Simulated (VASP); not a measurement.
Write the native input for VASP 6.6.1 that does the following.

| Item | Value |
| --- | --- |
| Task | relaxation of cell and atoms |
| Functional | PBEsol |
| Potentials or basis | VASP PAW PBE potentials, release 64 (S, Be) |
| Cutoff | 600 eV |
| k mesh | 9 × 9 × 9 |
| Occupations | fermi-dirac, width 0.05 eV |
| Spin | no spin polarisation |
| Target pressure | 30 GPa |
| Dipole correction | no |
| Further INCAR settings | ALGO = Normal; EDIFF = 1e-06; IBRION = 2; EDIFFG = -0.005; NSW = 80; ISIF = 3 |

The structure of BeS lies in POSCAR:

```
BeS
1.0
    0.0000000000      2.4250000000      2.4250000000
    2.4250000000      0.0000000000      2.4250000000
    2.4250000000      2.4250000000      0.0000000000
S Be
1 1
Direct
    0.7500000000      0.7500000000      0.7500000000
    0.0000000000      0.0000000000      0.0000000000
```

These files were run (other wordings do the same):

INCAR

```
SYSTEM = BeS
ALGO = Normal
EDIFF = 1E-6
EDIFFG = -0.005
ENCUT = 600
GGA = PS
IBRION = 2
ISIF = 3
ISMEAR = -1
LASPH = .True.
LCHARG = .False.
LREAL = .False.
LWAVE = .False.
NELM = 60
NSW = 80
PREC = Accurate
PSTRESS = 300.0
SIGMA = 0.05
```

KPOINTS

```
k-points
0
Gamma
  9 9 9
  0 0 0
```

Potentials or basis: VASP PAW PBE potentials, release 64 (S, Be).

The run is started by

```bash
$ cat potpaw_PBE.64/S/POTCAR potpaw_PBE.64/Be/POTCAR > POTCAR
$ mpirun -np 1 vasp_std > vasp.out
```

It gave:

- Relaxed volume: 11.50 Å³/atom
- Relaxed cell: a = 3.192 Å, b = 3.192 Å, c = 3.192 Å, α = 60.00°, β = 60.00°, γ = 60.00°
- Space group after relaxing (to 0.05 Å): F-43m (No. 216)
- Energy change on relaxing (the enthalpy is what falls): +212.4 meV/atom
- Ionic steps: 7
- Pressure after relaxing: 30.0 GPa
- Band gap on the k mesh: 2.46 eV, indirect (least direct gap 5.40 eV)

Caveat: the cell is relaxed towards a set pressure, so the enthalpy falls and the energy may rise; the volume moved by over 15 % at a fixed basis, so the end points are rough; the PAW data sets were made with another functional, which shifts forces and pressure a little.

It took 25 s on 1 thread of Intel(R) Xeon(R) Platinum 8488C (Sapphire Rapids), on a shared host, peak memory 0.16 GiB.
